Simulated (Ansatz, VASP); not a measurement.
## Two plane-wave programs on NiNF3

```
CELL_PARAMETERS angstrom
3.92884 0.00000 0.00000
0.00000 3.92884 0.00000
0.00000 0.00000 3.92884
ATOMIC_POSITIONS crystal
Ni 0.50000 0.50000 0.50000
N 0.00000 0.00000 0.00000
F 0.00000 0.50000 0.50000
F 0.50000 0.50000 0.00000
F 0.50000 0.00000 0.50000
```

Alike in both runs: task single point; functional PBEsol; k mesh 7 × 7 × 7; collinear spin; Hubbard terms Ni d U = 2.0 eV.

```csv
,VASP,Ansatz
version,VASP 6.6.1,Ansatz 0.2.0
potentials or method,"VASP PAW PBE potentials, release 64 (Ni, N, F)","plane waves, PAW"
plane-wave cutoff (eV),520,420
occupations,"methfessel-paxton of order 1, width 0.1 eV",methfessel-paxton of order 1
valence electrons in the cell,36,44
```

```tsv
	VASP	Ansatz	Ansatz less VASP
gap on the k mesh at the Fermi level (eV)	none	none	-
net moment per atom (μB)	0.39	0.17	-0.218
size of the moment on the site where the two differ most (μB)	0.00	2.39	+2.388
```

The net moments are unlike, so the other rows may belong to different states. VASP's potentials were made for PBE, not for PBEsol. Site moments also hang on the region over which each program counts them. The programs project onto different local orbitals, so the same U acts differently, and such runs can settle in different states. A gap of «none» marks a metal or a gap that the smearing closes. VASP's potentials hold 36 valence electrons a cell and Ansatz's 44, so a difference there can come from the potentials and not from the codes. Ansatz's warnings: filled band counts differ across k points, stability check not made.
